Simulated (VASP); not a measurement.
Li, 17 atoms in the cell. The cell holds a slab with vacuum, 17 atoms: a = 6.980 Å, b = 6.045 Å, c = 20.403 Å, α = 90.00°, β = 90.00°, γ = 54.74°. 

```yaml
Program: VASP 6.6.1
Task: single point
Functional: PBE
Potentials_or_basis: VASP PAW PBE potentials, release 64 (Li_sv)
Cutoff: 520 eV
k_mesh: 3 × 3 × 1
Occupations: fermi-dirac, width 0.05 eV
Spin: no spin polarisation
Dipole_correction: no
Further_INCAR_settings: LREAL = Auto; ALGO = Normal; EDIFF = 1e-06; NBANDS = 40
```

Potentials or basis: VASP PAW PBE potentials, release 64 (Li_sv).

Command:

```console
$ cat potpaw_PBE.64/Li_sv/POTCAR > POTCAR
$ mpirun -np 1 vasp_std > vasp.out
```

Hardware: 1 thread of Oxide Virtual Turin-like Processor, with other jobs on the host.

Q: Estimate the wall time of this run.

A: Run time: 6.3 min on 1 thread of Oxide Virtual Turin-like Processor, on a shared host, peak memory 0.7 GiB. Counts: scf iterations 21, k points 5.
